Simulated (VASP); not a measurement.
Here is a VASP 6.6.1 calculation.

The input INCAR:

```
SYSTEM = TaN
  ALGO = Normal
  EDIFF = 1E-7
  ENCUT = 520
  GGA = CA
  ISIF = 2
  ISMEAR = -1
  LASPH = .TRUE.
  LCHARG = .FALSE.
  LREAL = .FALSE.
  LWAVE = .FALSE.
  NBANDS = 15
  NELM = 80
  PREC = Accurate
  SIGMA = 0.02
```

KPOINTS

```
k-points
0
G
  12 12 10
  0 0 0
```

File POSCAR:

```
TaN
1.0
    2.9766611718      0.0000000000      0.0000000000
   -1.4883305859      2.5778641933      0.0000000000
    0.0000000000      0.0000000000      2.9209385612
Ta N
1 1
Direct
    0.3333333333      0.6666666667      0.5000000000
    0.0000000000      0.0000000000      0.0000000000
```

Potentials or basis: VASP PAW LDA potentials, release 64 (Ta_pv, N).

Run with:

```console
$ cat potpaw_LDA.64/Ta_pv/POTCAR potpaw_LDA.64/N/POTCAR > POTCAR
$ mpirun -np 1 vasp_std > vasp.out
```

(1) Estimate the pressure.

(2) Predict the band gap on the k mesh.

Answers

(1) -22.0 GPa.

(2) zero (band 8 reaches 8.06 eV, above the bottom of band 9 at 7.59 eV).

Caveat: spin-orbit coupling is left out, which moves the levels of the heavy elements.
